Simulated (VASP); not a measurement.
# In (Im-3m) in VASP: notebook

The runs below take In through single point, with PBE.

All numbers are computed with VASP 6.6.1; they aren't measurements. Logs are shortened: lines on timing, memory, paths and dates and some standing lists are left out, and cuts for length are marked.

**1. The cell of the first run**

The structure is cubic, space group Im-3m (No. 229). Conventional cell: a = 3.737 Å, b = 3.737 Å, c = 3.737 Å, α = 90.00°, β = 90.00°, γ = 90.00°. In (site symmetry m-3m) has 14 In at 3.24 to 3.74 Å within 4.3 Å.

This isn't the form of In at room conditions, which is tetragonal.

**2. Single point, PBE**

The input, INCAR:

```
SYSTEM = In
PREC     = Accurate       ! precision mode
ENCUT    = 520            ! plane-wave cutoff, eV
EDIFF    = 1E-7           ! SCF threshold, eV
ISMEAR   = -1             ! smearing method
SIGMA    = 0.06122561905347299 ! smearing width, eV
LREAL    = .False.        ! projectors in reciprocal space
LASPH    = .True.         ! aspherical terms in the spheres
NELM     = 100            ! most SCF steps
ALGO     = Normal         ! electronic algorithm
ISIF     = 2              ! what is computed and relaxed
LWAVE    = .False.        ! write WAVECAR
LCHARG   = .True.         ! write CHGCAR
GGA      = PE             ! functional
LELF     = .True.         ! ELF
LVHAR    = .True.       
NBANDS   = 12             ! bands
```

The input, KPOINTS:

```
Automatic mesh
0
Gamma
  14 14 14
  0 0 0
```

The input, POSCAR:

```
In
1.0
   -1.8686562023      1.8686562023      1.8686562023
    1.8686562023     -1.8686562023      1.8686562023
    1.8686562023      1.8686562023     -1.8686562023
In
1
Direct
    0.0000000000      0.0000000000      0.0000000000
```

Potentials or basis: VASP PAW PBE potentials, release 64 (In_d).

The run is started by

```console
$ cat potpaw_PBE.64/In_d/POTCAR > POTCAR
$ mpirun -np 1 vasp_std > vasp.out
```

OUTCAR:

```text
SYSTEM = In
   PREC = Accurate
   ENCUT = 520
   EDIFF = 1E-7
   ISMEAR = -1
   LREAL = .False.
   LASPH = .True.
   NELM = 100
   ISIF = 2
   GGA = PE

 ion  position               nearest neighbor table
   1  0.000  0.000  0.000-

  LATTYP: Found a body centered cubic cell.
 ALAT       =     3.7373124046

  Lattice vectors:

 A1 = (  -1.8686562023,   1.8686562023,   1.8686562023)
 A2 = (   1.8686562023,  -1.8686562023,   1.8686562023)
 A3 = (   1.8686562023,   1.8686562023,  -1.8686562023)

Analysis of symmetry for initial positions (statically):
=====================================================================
 Subroutine PRICEL returns:
 Original cell was already a primitive cell.

 Routine SETGRP: Setting up the symmetry group for a
 body centered cubic supercell.

 Subroutine GETGRP returns: Found 48 space group operations
 (whereof 48 operations were pure point group operations)
 out of a pool of 48 trial point group operations.

The static configuration has the point symmetry O_h .

Analysis of symmetry for dynamics (positions and initial velocities):
=====================================================================
 Subroutine PRICEL returns:
 Original cell was already a primitive cell.

 Routine SETGRP: Setting up the symmetry group for a
 body centered cubic supercell.

 Subroutine GETGRP returns: Found 48 space group operations
 (whereof 48 operations were pure point group operations)
 out of a pool of 48 trial point group operations.

The dynamic configuration has the point symmetry O_h .

 Subroutine INISYM returns: Found 48 space group operations
 (whereof 48 operations are pure point group operations),
 and found     1 'primitive' translations

----------------------------------------------------------------------------------------

                                     Primitive cell

  volume of cell :      26.1005

  direct lattice vectors                    reciprocal lattice vectors
    -1.868656202  1.868656202  1.868656202     0.000000000  0.267571959  0.267571959
     1.868656202 -1.868656202  1.868656202     0.267571959  0.000000000  0.267571959
     1.868656202  1.868656202 -1.868656202     0.267571959  0.267571959  0.000000000

  length of vectors
     3.236607484  3.236607484  3.236607484     0.378403893  0.378403893  0.378403893

  position of ions in fractional coordinates (direct lattice)
     0.000000000  0.000000000  0.000000000

  ion indices of the primitive-cell ions
   primitive index   ion index
                 1           1

----------------------------------------------------------------------------------------

 KPOINTS: Automatic mesh

Automatic generation of k-mesh.
 Grid dimensions read from file:
 generate k-points for:   14   14   14

 Generating k-lattice:

  Cartesian coordinates                     Fractional coordinates (reciprocal lattice)
     0.000000000  0.019112283  0.019112283     0.071428571  0.000000000  0.000000000
     0.019112283  0.000000000  0.019112283     0.000000000  0.071428571  0.000000000
     0.019112283  0.019112283  0.000000000     0.000000000  0.000000000  0.071428571

  Length of vectors
     0.027028849  0.027028849  0.027028849

  Shift w.r.t. Gamma in fractional coordinates (k-lattice)
     0.000000000  0.000000000  0.000000000

 Subroutine IBZKPT returns following result:
 ===========================================

 Found    104 irreducible k-points:

 Following reciprocal coordinates:
            Coordinates               Weight
  0.000000  0.000000  0.000000      1.000000
  0.071429  0.000000  0.000000     12.000000
  0.142857  0.000000  0.000000     12.000000
  0.214286  0.000000  0.000000     12.000000
  0.285714  0.000000  0.000000     12.000000
  0.357143  0.000000  0.000000     12.000000
[... 16 lines left out ...]
  0.285714  0.285714  0.000000     24.000000
  0.357143  0.285714  0.000000     24.000000
 [... further k-points ...]
   k-points           NKPTS =    104   k-points in BZ     NKDIM =    104   number of bands    NBANDS=     12
   number of dos      NEDOS =    301   number of ions     NIONS =      1
   total plane-waves  NPLWV =  13824
   dimension x,y,z NGX =    24 NGY =   24 NGZ =   24
   dimension x,y,z NGXF=    48 NGYF=   48 NGZF=   48
   ions per type =               1
   NGX,Y,Z   is equivalent  to a cutoff of  12.33, 12.33, 12.33 a.u.
   NGXF,Y,Z  is equivalent  to a cutoff of  24.65, 24.65, 24.65 a.u.
 SYSTEM =  In
   PREC   = accura    normal or accurate (medium, high low for compatibility)
   ISTART =      0    job   : 0-new  1-cont  2-samecut
   ICHARG =      2    charge: 1-file 2-atom 10-const
   ISPIN  =      1    spin polarized calculation?
   LNONCOLLINEAR =      F non collinear calculations
   LSORBIT =      F    spin-orbit coupling
   LASPH  =      T    aspherical Exc in radial PAW
   ENCUT  =  520.0 eV  38.22 Ry    6.18 a.u.   6.02  6.02  6.02*2*pi/ulx,y,z
   NELM   =    100;   NELMIN=  2; NELMDL= -5     # of ELM steps
   EDIFF  = 0.1E-06   stopping-criterion for ELM
   LREAL  =      F    real-space projection
   EDIFFG = 0.1E-05   stopping-criterion for IOM
   NSW    =      0    number of steps for IOM
   IBRION =     -1    ionic relax: 0-MD 1-quasi-New 2-CG
   NFREE  =      0    steps in history (QN), initial steepest desc. (CG)
   ISIF   =      2    stress and relaxation
   ISYM   =      2    0-nonsym 1-usesym 2-fastsym
   POTIM  = 0.5000    time-step for ionic-motion
   TEBEG  =    0.0;   TEEND  =   0.0 temperature during run
   PSTRESS=    0.0 pullay stress
   NELECT =      13.0000    total number of electrons
   NUPDOWN=      -1.0000    fix difference up-down
   EMIN   =  10.00;   EMAX   =-10.00  energy-range for DOS
   EFERMI =   0.00;   METHOD = LEGACY
   ISMEAR =    -1;   SIGMA  =   0.06  broadening in eV -4-tet -1-fermi 0-gaus
   EFERMI_NEDOS =   21; number of points for ismear=-14 and -15
   IALGO  =     38    algorithm
   IMIX   =      4    mixing-type and parameters
     AMIX     =   0.40;   BMIX     =  1.00
     AMIX_MAG =   1.60;   BMIX_MAG =  1.00
  volume/ion in A,a.u.               =      26.10       176.13
  Fermi-wavevector in a.u.,A,eV,Ry     =   1.297697  2.452291 22.912440  1.684017
  Thomas-Fermi vector in A             =   2.429073
   LORBIT       =      0    0 simple, 1 ext, 2 COOP (PROOUT), +10 PAW based schemes
   GGA     = PE    functional components
   LHFCALC =     F    Hartree Fock is set to
   AEXX    =    0.0000 exact exchange contribution
   IVDW    =     0    specifies the selected vdW correction
   LEPSILON=     F    determine dielectric tensor
   LRPA    =     F    only Hartree local field effects (RPA)
 non-spin polarized calculation
  energy-cutoff  :      520.00
  volume of cell :       26.10
 maximum number of plane-waves:       716
   NGX = 13   NGY = 13   NGZ = 13

 number of electron      12.9999993 magnetization

 Free energy of the ion-electron system (eV)
  ---------------------------------------------------
  ext. energy  EPLUGINS =         0.00000000
  ---------------------------------------------------
  free energy    TOTEN  =        -2.53874950 eV

  energy without entropy =       -2.53128412  energy(sigma->0) =       -2.53501681

 E-fermi :   7.5166     XC(G=0): -10.2670

 val. band max:        7.4889757992   @ k =   0.2857   0.2143   0.0000
 cond. band min:       7.5569324958   @ k =  -0.3571   0.5000   0.2143
 fundamental gap:      0.0679566966
 Fermi energy:         7.5166173439

 k-point     1 :       0.0000    0.0000    0.0000
  band No.  band energies     occupation
      1      -7.1378      2.00000
      2      -7.1378      2.00000
      3      -7.1378      2.00000
      4      -6.8583      2.00000
      5      -6.8583      2.00000
      6      -2.0052      2.00000
      7      18.6961      0.00000
      8      18.6961      0.00000
      9      18.6961      0.00000
     10      20.5662      0.00000
     11      20.5662      0.00000
     12      20.5662      0.00000

 k-point     2 :       0.0714    0.0000    0.0000
  band No.  band energies     occupation
      1      -7.1434      2.00000
      2      -7.1325      2.00000
      3      -7.1164      2.00000
      4      -6.8643      2.00000
      5      -6.8585      2.00000
      6      -1.8868      2.00000
      7      17.4765      0.00000
      8      18.1158      0.00000
      9      18.4018      0.00000
     10      19.8447      0.00000
     11      20.1432      0.00000
     12      20.4429      0.00000

 k-point     3 :       0.1429    0.0000    0.0000
  band No.  band energies     occupation
      1      -7.1592      2.00000
      2      -7.1211      2.00000
      3      -7.0560      2.00000
      4      -6.8794      2.00000
      5      -6.8591      2.00000
      6      -1.5289      2.00000
      7      15.0493      0.00000
      8      16.9873      0.00000
      9      17.6258      0.00000
     10      19.1921      0.00000
     11      19.4396      0.00000
     12      20.6131      0.00000
[... 286 lines left out ...]
 k-point    23 :       0.2857    0.2857    0.0000
  band No.  band energies     occupation
      1      -7.2010      2.00000
      2      -7.0412      2.00000
      3      -6.9322      2.00000
      4      -6.8700      2.00000
      5      -6.7923      2.00000
      6       3.7276      2.00000
      7       6.8314      1.99997
      8       7.9209      0.00271
      9      13.7949      0.00000
     10      20.6131      0.00000
     11      20.8174      0.00000
     12      23.4019      0.00000

 k-point    24 :       0.3571    0.2857    0.0000
  band No.  band energies     occupation
      1      -7.2003      2.00000
      2      -7.0173      2.00000
      3      -6.9519      2.00000
      4      -6.8519      2.00000
      5      -6.8083      2.00000
      6       4.7010      2.00000
      7       6.0033      2.00000
      8       7.4372      1.57072
      9      13.6981      0.00000
     10      20.6257      0.00000
     11      21.8842      0.00000
     12      22.0733      0.00000

 [... further k-points ...]

------------------------ aborting loop because EDIFF is reached ----------------------------------------

  FORCE on cell =-STRESS in cart. coord.  units (eV):
  Direction    XX          YY          ZZ          XY          YZ          ZX
  --------------------------------------------------------------------------------------
  -------------------------------------------------------------------------------------
  Total        0.3885569      0.3885569      0.3885569      0.0000000     -0.0000000     -0.0000000
  in kB       23.8515716     23.8515716     23.8515716      0.0000000     -0.0000000     -0.0000000
  external PRESSURE =      23.8515716 kB  Pullay stress =       0.0000000 kB

 VOLUME and BASIS-vectors are now :
 -----------------------------------------------------------------------------
  energy-cutoff  :      520.00
  volume of cell :       26.10
      direct lattice vectors                 reciprocal lattice vectors
    -1.868656202  1.868656202  1.868656202     0.000000000  0.267571959  0.267571959
     1.868656202 -1.868656202  1.868656202     0.267571959  0.000000000  0.267571959
     1.868656202  1.868656202 -1.868656202     0.267571959  0.267571959  0.000000000

 POSITION                                       TOTAL-FORCE (eV/Angst)
 -----------------------------------------------------------------------------------
      0.00000      0.00000      0.00000         0.000000     -0.000000      0.000000
 -----------------------------------------------------------------------------------
    total drift:                               -0.000000      0.000000      0.000000

  FREE ENERGIE OF THE ION-ELECTRON SYSTEM (eV)
  ---------------------------------------------------
  free  energy   TOTEN  =        -2.5387495002 eV

  energy  without entropy=       -2.5312841174  energy(sigma->0) =       -2.53501681
```

Wall time 24 s (1 thread of AMD EPYC 7R13, shared host); peak memory 0.13 GiB.

Results:

```
Free energy            : -2.5387 eV
Pressure               : 2.4 GPa
Band gap on the k mesh : zero (an odd number of electrons rules out a gap without spin polarisation)
```

Levels at points of the mesh, in eV from the Fermi level:
| k point | band 4 | band 5 | band 6 | band 7 | band 8 | band 9 |
| --- | --- | --- | --- | --- | --- | --- |
| (0.00, 0.00, 0.00) | -14.37 | -14.37 | -9.52 | 11.18 | 11.18 | 11.18 |
| (0.50, 0.00, 0.00) | -14.38 | -14.20 | -3.89 | -3.16 | 5.97 | 7.38 |
| (0.50, 0.50, 0.50) | -14.24 | -14.24 | 1.09 | 1.30 | 1.30 | 1.30 |

Caveat: spin-orbit coupling is left out, which moves the levels of the heavy elements.

**3. Single point, PBE**

This run uses another cell than the first one, of 26.66 Å³/atom.

The input, INCAR:

```
SYSTEM = In
PREC     = Accurate       ! precision mode
ENCUT    = 520            ! plane-wave cutoff, eV
EDIFF    = 1E-6           ! SCF threshold, eV
ISMEAR   = -1             ! smearing method
SIGMA    = 0.06122561905347299 ! smearing width, eV
LREAL    = .False.        ! projectors in reciprocal space
LASPH    = .True.         ! aspherical terms in the spheres
NELM     = 80             ! most SCF steps
ALGO     = Normal         ! electronic algorithm
ISIF     = 2              ! what is computed and relaxed
LWAVE    = .False.        ! write WAVECAR
LCHARG   = .False.        ! write CHGCAR
GGA      = PE             ! functional
NBANDS   = 12             ! bands
```

The input, KPOINTS:

```
regular mesh
0
Gamma
  14 14 14
  0 0 0
```

The input, POSCAR:

```
In
1.0
   -1.8818161866      1.8818161866      1.8818161866
    1.8818161866     -1.8818161866      1.8818161866
    1.8818161866      1.8818161866     -1.8818161866
In
1
Direct
    0.0000000000      0.0000000000      0.0000000000
```

Potentials or basis: VASP PAW PBE potentials, release 64 (In_d).

The run is started by

```console
$ cat potpaw_PBE.64/In_d/POTCAR > POTCAR
$ mpirun -np 1 vasp_std > vasp.out
```

OUTCAR:

```text
SYSTEM = In
   PREC = Accurate
   ENCUT = 520
   EDIFF = 1E-6
   ISMEAR = -1
   LREAL = .False.
   LASPH = .True.
   NELM = 80
   ISIF = 2
   GGA = PE

 ion  position               nearest neighbor table
   1  0.000  0.000  0.000-

  LATTYP: Found a body centered cubic cell.
 ALAT       =     3.7636323732

  Lattice vectors:

 A1 = (  -1.8818161866,   1.8818161866,   1.8818161866)
 A2 = (   1.8818161866,  -1.8818161866,   1.8818161866)
[... 538 lines left out ...]
     12      21.6020      0.00000

 [... further k-points ...]

------------------------ aborting loop because EDIFF is reached ----------------------------------------

  FORCE on cell =-STRESS in cart. coord.  units (eV):
  Direction    XX          YY          ZZ          XY          YZ          ZX
  --------------------------------------------------------------------------------------
  -------------------------------------------------------------------------------------
  Total        0.2454860      0.2454860      0.2454860      0.0000000      0.0000000      0.0000000
  in kB       14.7552236     14.7552236     14.7552236      0.0000000      0.0000000      0.0000000
  external PRESSURE =      14.7552236 kB  Pullay stress =       0.0000000 kB

 VOLUME and BASIS-vectors are now :
 -----------------------------------------------------------------------------
  energy-cutoff  :      520.00
  volume of cell :       26.66
      direct lattice vectors                 reciprocal lattice vectors
    -1.881816187  1.881816187  1.881816187     0.000000000  0.265700765  0.265700765
     1.881816187 -1.881816187  1.881816187     0.265700765  0.000000000  0.265700765
     1.881816187  1.881816187 -1.881816187     0.265700765  0.265700765  0.000000000

 POSITION                                       TOTAL-FORCE (eV/Angst)
 -----------------------------------------------------------------------------------
      0.00000      0.00000      0.00000         0.000000     -0.000000      0.000000
 -----------------------------------------------------------------------------------
    total drift:                               -0.000000      0.000000      0.000000

  FREE ENERGIE OF THE ION-ELECTRON SYSTEM (eV)
  ---------------------------------------------------
  free  energy   TOTEN  =        -2.5456886736 eV

  energy  without entropy=       -2.5378404844  energy(sigma->0) =       -2.54176458
```

OSZICAR:

```text
N       E                     dE             d eps       ncg     rms          rms(c)
DAV:   1     0.777086921760E+02    0.77709E+02   -0.62929E+03  2528   0.137E+03
DAV:   2     0.110668575521E+01   -0.76602E+02   -0.74806E+02  2608   0.289E+02
DAV:   3    -0.248730888123E+01   -0.35940E+01   -0.35817E+01  2984   0.634E+01
DAV:   4    -0.256945253423E+01   -0.82144E-01   -0.82120E-01  3156   0.956E+00
DAV:   5    -0.257254178176E+01   -0.30892E-02   -0.30892E-02  3336   0.163E+00    0.219E+00
DAV:   6    -0.255039159025E+01    0.22150E-01   -0.34841E-02  3072   0.377E+00    0.108E+00
DAV:   7    -0.254596927559E+01    0.44223E-02   -0.10995E-02  3228   0.195E+00    0.244E-01
DAV:   8    -0.254568149828E+01    0.28778E-03   -0.83650E-04  3256   0.477E-01    0.303E-02
DAV:   9    -0.254568785948E+01   -0.63612E-05   -0.13436E-05  3564   0.496E-02    0.152E-02
DAV:  10    -0.254568867363E+01   -0.81415E-06   -0.12743E-06  2764   0.111E-02
   1 F= -.25456887E+01 E0= -.25417646E+01  d E =-.784819E-02
```

Run time: 25 s. Hardware: 1 thread of AMD EPYC 7R13, shared host; peak memory 0.13 GiB.

Results:

* Free energy: -2.5457 eV
* Pressure: 1.5 GPa
* Band gap on the k mesh: zero (an odd number of electrons rules out a gap without spin polarisation)

Caveat: spin-orbit coupling is left out, which moves the levels of the heavy elements.

(Continued in part 2 of 2.)
